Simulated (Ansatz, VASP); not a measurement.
# One calculation of InP, two programs

INCAR

```
PREC = Accurate ; ENCUT = 520
EDIFF = 1E-6 ; ISMEAR = 0
SIGMA = 0.15 ; LREAL = False
LASPH = True ; NELM = 100
ALGO = Normal ; ISIF = 2
LWAVE = False ; LCHARG = False
GGA = PS ; NBANDS = 16
```

The input KPOINTS:

```
Automatic mesh
0
Gamma
  6 6 6
```

File POSCAR:

```
InP
1.0
    0.0000000000      3.0139298331      2.5618403581
    3.0139298331      0.0000000000      2.5618403581
    3.0139298331      3.0139298331      0.0000000000
In P
1 1
Direct
    0.0000000000      0.0000000000      0.0000000000
    0.5000000000      0.5000000000      0.5000000000
```

Input for Ansatz:

```yaml
crystal:
  lattice:
    - [0.0, 3.0139298331, 2.5618403581]
    - [3.0139298331, 0.0, 2.5618403581]
    - [3.0139298331, 3.0139298331, 0.0]
  atoms:
    - { symbol: In, position: [0.0, 0.0, 0.0] }
    - { symbol: P, position: [0.5, 0.5, 0.5] }
basis:
  ecutwfc: 420
kpoints:
  mp_grid: { grid: [6, 6, 6] }
hamiltonian:
  xc: pbesol
scf:
  occupations: { method: gaussian, width: 0.15 }
output:
  forces: true
  stress: true
  eigenvalues: true
```

Alike in both runs: task single point; functional PBEsol; k mesh 6 × 6 × 6; occupations gaussian, width 0.15 eV; no spin polarisation.

|  | VASP | Ansatz |
| --- | --- | --- |
| version | VASP 6.6.1 | Ansatz 0.2.0 |
| potentials or method | VASP PAW PBE potentials, release 64 (In_d, P), cutoff 520 eV | scalar-relativistic, plane waves, PAW |
| valence electrons in the cell | 18 | 18 |

|  | VASP | Ansatz | Ansatz less VASP |
| --- | --- | --- | --- |
| gap on the k mesh at the Fermi level (eV) | none | none | - |
| pressure (GPa) | -4.8 | -4.8 | 0.00 |
| traceless stress, the component that is largest in VASP (GPa) | 9.12 | 9.14 | +0.021 |

VASP's potentials were made for PBE, not for PBEsol. A gap of «none» marks a metal or a gap that the smearing closes. The functional is the same, so the differences come from potentials, cutoffs and numerics.
